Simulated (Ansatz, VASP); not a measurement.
# Two plane-wave programs on Hg

```
CELL_PARAMETERS angstrom
3.35221 0.00000 0.00000
-1.67611 2.90310 0.00000
0.00000 0.00000 5.44480
ATOMIC_POSITIONS crystal
Hg 0.66667 0.33333 0.75000
Hg 0.33333 0.66667 0.25000
```

Alike in both runs: task single point; functional PBE; dispersion D3(BJ); k mesh 15 × 15 × 8; occupations gaussian, width 0.15 eV; no spin polarisation.

|  | VASP | Ansatz |
| --- | --- | --- |
| version | VASP 6.6.1 | Ansatz 0.2.0 |
| potentials or method | VASP PAW PBE potentials, release 64 (Hg), cutoff 520 eV | scalar-relativistic, plane waves, PAW |
| valence electrons in the cell | 24 | 40 |

VASP gave:

```
gap on the k mesh at the Fermi level (eV)                     : none
pressure (GPa)                                                : -0.3
traceless stress, the component that is largest in VASP (GPa) : -0.23
```

Question: What did Ansatz give for the same quantities?

Answer: gap on the k mesh at the Fermi level (eV): none; pressure (GPa): -0.5; traceless stress, the component that is largest in VASP (GPa): -0.24.

A gap of «none» marks a metal or a gap that the smearing closes. VASP's potentials hold 24 valence electrons a cell and Ansatz's 40, so a difference there can come from the potentials and not from the codes.

Spin-orbit coupling is off throughout.
